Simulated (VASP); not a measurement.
# Re (Fm-3m) in VASP: notebook, part 2 of 2

VASP 6.6.1. Earlier steps stand in the parts before.

## (4) Single point, LDA

This run uses another cell than the first one, of 14.38 Å³/atom.

Input file INCAR:

```
  PREC = Accurate
  ENCUT = 520
  EDIFF = 1E-7
  ISMEAR = -1
  SIGMA = 0.1
  LREAL = False
  LASPH = True
  NELM = 60
  ALGO = Normal
  ISIF = 2
  LWAVE = False
  LCHARG = False
  NBANDS = 10
```

Input file KPOINTS:

```
regular mesh
0
Gamma
  23 23 23
```

Input file POSCAR:

```
Re
1.0
    0.0000000000      1.9301706271      1.9301706271
    1.9301706271      0.0000000000      1.9301706271
    1.9301706271      1.9301706271      0.0000000000
Re
1
Direct
    0.0000000000      0.0000000000      0.0000000000
```

Potentials or basis: VASP PAW LDA potentials, release 64 (Re).

Run with:

```sh
> cat potpaw_LDA.64/Re/POTCAR > POTCAR
> mpirun -np 1 vasp_std > vasp.out
```

OUTCAR:

```text
PREC = Accurate
   ENCUT = 520
   EDIFF = 1E-7
   ISMEAR = -1
   LREAL = False
   LASPH = True
   NELM = 60
   ISIF = 2

 ion  position               nearest neighbor table
   1  0.000  0.000  0.000-

  LATTYP: Found a face centered cubic cell.
 ALAT       =     3.8603412542

  Lattice vectors:

 A1 = (   0.0000000000,   1.9301706271,   1.9301706271)
 A2 = (   1.9301706271,   0.0000000000,   1.9301706271)
 A3 = (   1.9301706271,   1.9301706271,   0.0000000000)

Analysis of symmetry for initial positions (statically):
=====================================================================
 Subroutine PRICEL returns:
 Original cell was already a primitive cell.

 Routine SETGRP: Setting up the symmetry group for a
 face centered cubic supercell.

 Subroutine GETGRP returns: Found 48 space group operations
 (whereof 48 operations were pure point group operations)
 out of a pool of 48 trial point group operations.

The static configuration has the point symmetry O_h .

Analysis of symmetry for dynamics (positions and initial velocities):
=====================================================================
 Subroutine PRICEL returns:
 Original cell was already a primitive cell.

 Routine SETGRP: Setting up the symmetry group for a
 face centered cubic supercell.

 Subroutine GETGRP returns: Found 48 space group operations
 (whereof 48 operations were pure point group operations)
 out of a pool of 48 trial point group operations.

The dynamic configuration has the point symmetry O_h .

 Subroutine INISYM returns: Found 48 space group operations
 (whereof 48 operations are pure point group operations),
 and found     1 'primitive' translations

----------------------------------------------------------------------------------------

                                     Primitive cell

  volume of cell :      14.3819

  direct lattice vectors                    reciprocal lattice vectors
     0.000000000  1.930170627  1.930170627    -0.259044456  0.259044456  0.259044456
     1.930170627  0.000000000  1.930170627     0.259044456 -0.259044456  0.259044456
     1.930170627  1.930170627  0.000000000     0.259044456  0.259044456 -0.259044456

  length of vectors
     2.729673479  2.729673479  2.729673479     0.448678159  0.448678159  0.448678159

  position of ions in fractional coordinates (direct lattice)
     0.000000000  0.000000000  0.000000000

  ion indices of the primitive-cell ions
   primitive index   ion index
                 1           1

----------------------------------------------------------------------------------------

 KPOINTS: regular mesh

Automatic generation of k-mesh.
 Grid dimensions read from file:
 generate k-points for:   23   23   23

 Generating k-lattice:

  Cartesian coordinates                     Fractional coordinates (reciprocal lattice)
    -0.011262802  0.011262802  0.011262802     0.043478261  0.000000000  0.000000000
     0.011262802 -0.011262802  0.011262802     0.000000000  0.043478261  0.000000000
     0.011262802  0.011262802 -0.011262802     0.000000000  0.000000000  0.043478261

  Length of vectors
     0.019507746  0.019507746  0.019507746

  Shift w.r.t. Gamma in fractional coordinates (k-lattice)
     0.000000000  0.000000000  0.000000000

 Subroutine IBZKPT returns following result:
 ===========================================

 Found    364 irreducible k-points:

 Following reciprocal coordinates:
            Coordinates               Weight
  0.000000  0.000000  0.000000      1.000000
  0.043478  0.000000  0.000000      8.000000
  0.086957  0.000000  0.000000      8.000000
  0.130435  0.000000  0.000000      8.000000
  0.173913  0.000000  0.000000      8.000000
  0.217391  0.000000  0.000000      8.000000
[... 16 lines left out ...]
  0.478261  0.043478  0.000000     24.000000
 -0.478261  0.043478  0.000000     24.000000
 [... further k-points ...]
   k-points           NKPTS =    364   k-points in BZ     NKDIM =    364   number of bands    NBANDS=     10
   number of dos      NEDOS =    301   number of ions     NIONS =      1
   total plane-waves  NPLWV =   8000
   dimension x,y,z NGX =    20 NGY =   20 NGZ =   20
   dimension x,y,z NGXF=    40 NGYF=   40 NGZF=   40
   ions per type =               1
   NGX,Y,Z   is equivalent  to a cutoff of  12.18, 12.18, 12.18 a.u.
   NGXF,Y,Z  is equivalent  to a cutoff of  24.36, 24.36, 24.36 a.u.
 SYSTEM =  unknown system
   PREC   = accura    normal or accurate (medium, high low for compatibility)
   ISTART =      0    job   : 0-new  1-cont  2-samecut
   ICHARG =      2    charge: 1-file 2-atom 10-const
   ISPIN  =      1    spin polarized calculation?
   LNONCOLLINEAR =      F non collinear calculations
   LSORBIT =      F    spin-orbit coupling
   LASPH  =      T    aspherical Exc in radial PAW
   ENCUT  =  520.0 eV  38.22 Ry    6.18 a.u.   5.08  5.08  5.08*2*pi/ulx,y,z
   NELM   =     60;   NELMIN=  2; NELMDL= -5     # of ELM steps
   EDIFF  = 0.1E-06   stopping-criterion for ELM
   LREAL  =      F    real-space projection
   EDIFFG = 0.1E-05   stopping-criterion for IOM
   NSW    =      0    number of steps for IOM
   IBRION =     -1    ionic relax: 0-MD 1-quasi-New 2-CG
   NFREE  =      0    steps in history (QN), initial steepest desc. (CG)
   ISIF   =      2    stress and relaxation
   ISYM   =      2    0-nonsym 1-usesym 2-fastsym
   POTIM  = 0.5000    time-step for ionic-motion
   TEBEG  =    0.0;   TEEND  =   0.0 temperature during run
   PSTRESS=    0.0 pullay stress
   NELECT =       7.0000    total number of electrons
   NUPDOWN=      -1.0000    fix difference up-down
   EMIN   =  10.00;   EMAX   =-10.00  energy-range for DOS
   EFERMI =   0.00;   METHOD = LEGACY
   ISMEAR =    -1;   SIGMA  =   0.10  broadening in eV -4-tet -1-fermi 0-gaus
   EFERMI_NEDOS =   21; number of points for ismear=-14 and -15
   IALGO  =     38    algorithm
   IMIX   =      4    mixing-type and parameters
     AMIX     =   0.40;   BMIX     =  1.00
     AMIX_MAG =   1.60;   BMIX_MAG =  1.00
  volume/ion in A,a.u.               =      14.38        97.05
  Fermi-wavevector in a.u.,A,eV,Ry     =   1.287761  2.433515 22.562915  1.658327
  Thomas-Fermi vector in A             =   2.419755
   LORBIT       =      0    0 simple, 1 ext, 2 COOP (PROOUT), +10 PAW based schemes
   GGA     = CA    functional components
   LHFCALC =     F    Hartree Fock is set to
   AEXX    =    0.0000 exact exchange contribution
   IVDW    =     0    specifies the selected vdW correction
   LEPSILON=     F    determine dielectric tensor
   LRPA    =     F    only Hartree local field effects (RPA)
 non-spin polarized calculation
  energy-cutoff  :      520.00
  volume of cell :       14.38
 maximum number of plane-waves:       397
   NGX = 11   NGY = 11   NGZ = 11

 number of electron       7.0000001 magnetization

 Free energy of the ion-electron system (eV)
  ---------------------------------------------------
  ext. energy  EPLUGINS =         0.00000000
  ---------------------------------------------------
  free energy    TOTEN  =       -13.70790066 eV

  energy without entropy =      -13.67951402  energy(sigma->0) =      -13.69370734

 E-fermi :   8.4123     XC(G=0): -13.9658

 val. band max:        8.4095407639   @ k =  -0.1739   0.1304   0.0000
 cond. band min:       8.4150696060   @ k =  -0.1739   0.2609   0.0870
 fundamental gap:      0.0055288421
 Fermi energy:         8.4123239738

 k-point     1 :       0.0000    0.0000    0.0000
  band No.  band energies     occupation
      1      -1.8095      2.00000
      2       6.4102      2.00000
      3       6.4102      2.00000
      4       6.4102      2.00000
      5       9.6976      0.00001
      6       9.6976      0.00001
      7      22.3975      0.00000
      8      28.1415      0.00000
      9      28.1415      0.00000
     10      28.1415      0.00000

 k-point     2 :       0.0435    0.0000    0.0000
  band No.  band energies     occupation
      1      -1.7182      2.00000
      2       6.3469      2.00000
      3       6.4538      2.00000
      4       6.4538      2.00000
      5       9.6609      0.00001
      6       9.6609      0.00001
      7      22.5774      0.00000
      8      27.6495      0.00000
      9      28.3095      0.00000
     10      28.3095      0.00000
[... 274 lines left out ...]
 k-point    24 :      -0.4783    0.0435    0.0000
  band No.  band energies     occupation
      1       1.4575      2.00000
      2       6.0866      2.00000
      3       6.2536      2.00000
      4       8.6004      0.26460
      5      12.3157      0.00000
      6      12.6378      0.00000
      7      18.6889      0.00000
      8      22.1020      0.00000
      9      28.7027      0.00000
     10      28.8523      0.00000

 [... further k-points ...]

------------------------ aborting loop because EDIFF is reached ----------------------------------------

  FORCE on cell =-STRESS in cart. coord.  units (eV):
  Direction    XX          YY          ZZ          XY          YZ          ZX
  --------------------------------------------------------------------------------------
  -------------------------------------------------------------------------------------
  Total        0.1432245      0.1432245      0.1432245      0.0000000      0.0000000      0.0000000
  in kB       15.9555168     15.9555168     15.9555168      0.0000000      0.0000000      0.0000000
  external PRESSURE =      15.9555168 kB  Pullay stress =       0.0000000 kB

 VOLUME and BASIS-vectors are now :
 -----------------------------------------------------------------------------
  energy-cutoff  :      520.00
  volume of cell :       14.38
      direct lattice vectors                 reciprocal lattice vectors
     0.000000000  1.930170627  1.930170627    -0.259044456  0.259044456  0.259044456
     1.930170627  0.000000000  1.930170627     0.259044456 -0.259044456  0.259044456
     1.930170627  1.930170627  0.000000000     0.259044456  0.259044456 -0.259044456

 POSITION                                       TOTAL-FORCE (eV/Angst)
 -----------------------------------------------------------------------------------
      0.00000      0.00000      0.00000         0.000000      0.000000      0.000000
 -----------------------------------------------------------------------------------
    total drift:                               -0.000000     -0.000000     -0.000000

  FREE ENERGIE OF THE ION-ELECTRON SYSTEM (eV)
  ---------------------------------------------------
  free  energy   TOTEN  =       -13.7079006642 eV

  energy  without entropy=      -13.6795140233  energy(sigma->0) =      -13.69370734
```

OSZICAR:

```text
N       E                     dE             d eps       ncg     rms          rms(c)
DAV:   1     0.121338845546E+02    0.12134E+02   -0.34004E+03  9618   0.641E+02
DAV:   2    -0.134796711974E+02   -0.25614E+02   -0.22450E+02  9758   0.143E+02
DAV:   3    -0.144275665738E+02   -0.94790E+00   -0.90253E+00 11530   0.408E+01
DAV:   4    -0.144306457629E+02   -0.30792E-02   -0.30755E-02 11400   0.126E+00
DAV:   5    -0.144306484161E+02   -0.26532E-05   -0.26530E-05  9770   0.324E-02    0.315E+01
DAV:   6    -0.138937915943E+02    0.53686E+00   -0.43163E-01 11614   0.999E+00    0.136E+01
DAV:   7    -0.137132065063E+02    0.18059E+00   -0.33019E-01 11614   0.826E+00    0.282E-01
DAV:   8    -0.137085376112E+02    0.46689E-02   -0.17849E-03 10314   0.274E-01    0.112E-01
DAV:   9    -0.137078970554E+02    0.64056E-03   -0.30593E-04 10024   0.111E-01    0.320E-02
DAV:  10    -0.137079007403E+02   -0.36849E-05   -0.12252E-05 10276   0.239E-02    0.617E-03
DAV:  11    -0.137079006642E+02    0.76048E-07   -0.91321E-08  8372   0.473E-03
   1 F= -.13707901E+02 E0= -.13693707E+02  d E =-.283866E-01
```

stdout:

```text
POSCAR found type information on POSCAR Re
 POSCAR found :  1 types and       1 ions
 scaLAPACK will be used
 LDA part: xc-table for (Slater(with rela. corr.)+CA(PZ))
 , standard interpolation
 POSCAR, INCAR and KPOINTS ok, starting setup
 FFT: planning ... GRIDC
 FFT: planning ... GRID_SOFT
 FFT: planning ... GRID
 WAVECAR not read
 entering main loop
```

It took 53 s on 1 thread of AMD EPYC 7R43 (Zen 3), shared host; peak memory 0.13 GiB.

Results:

| Property | Result |
| --- | --- |
| Free energy | -13.7079 eV |
| Pressure | 1.6 GPa |
| Band gap on the k mesh | zero (an odd number of electrons rules out a gap without spin polarisation) |

Levels at points of the mesh, in eV from the Fermi level:
```csv
k point,band 1,band 2,band 3,band 4,band 5,band 6,band 7,band 8
"(0.00, 0.00, 0.00)",-10.22,-2.00,-2.00,-2.00,1.29,1.29,13.99,19.73
```

Caveat: spin-orbit coupling is left out, which moves the levels of the heavy elements.

## (5) Single point, LDA, non-collinear spin, zero start, spin-orbit coupling

This run uses another cell than the first one, of 14.38 Å³/atom.

Input file INCAR:

```
PREC = Accurate
ENCUT = 520
EDIFF = 1E-7
ISMEAR = -1
SIGMA = 0.1
LREAL = F
LASPH = T
NELM = 150
ALGO = Normal
ISIF = 2
LWAVE = F
LCHARG = T
LNONCOLLINEAR = T
MAGMOM = 0 0 0
LORBIT = 11
LSORBIT = T
GGA_COMPAT = F
LORBMOM = T
LMAXMIX = 4
GGA = CA
LVHAR = T
NBANDS = 18
```

Input file KPOINTS:

```
Automatic mesh
0
Gamma
  14 14 14
```

POSCAR is that of step 4.

Run with:

```sh
> cat potpaw_LDA.64/Re/POTCAR > POTCAR
> mpirun -np 1 vasp_ncl > vasp.out
```

Wall time 65 s (1 thread of AMD EPYC 7R43 (Zen 3), shared host); peak memory 0.14 GiB.

Results (log left out):

```
Free energy                                           : -14.0245 eV
Pressure                                              : 2.1 GPa
Net moment                                            : 0.00 μB per cell
Valence electrons inside the program's atomic spheres : Re 6.25
```

Moments on the atoms (μB; x, y, z):
```
Re  0.00 0.00 0.00
```

## (6) Overview

```tsv
task	spin	cell	k mesh	cutoff (eV)	gap on the mesh (eV)	pressure (GPa)
single point	off	a = 2.835 Å, angles 60.0°, 1 atom	16 × 16 × 16	520	none	-35.0
relaxation of cell and atoms	off	relaxed from a = 2.751 Å, angles 60.0°, 1 atom	14 × 14 × 14	600	none	-0.1
single point	off	a = 2.730 Å, angles 60.0°, 1 atom	23 × 23 × 23	520	none	1.6
single point	non-collinear, zero start, SOC	a = 2.730 Å, angles 60.0°, 1 atom	14 × 14 × 14	520	-	2.1
```

Alike in all rows: level LDA; potentials or basis VASP PAW LDA potentials, release 64 (Re); smearing fermi-dirac 0.1 eV.

Caveats: spin-orbit coupling is left out, which moves the levels of the heavy elements (at least some runs); the cell stands under tension (at least some runs).

Total energies depend on the potentials used, so only differences within one code and one set of settings carry meaning.
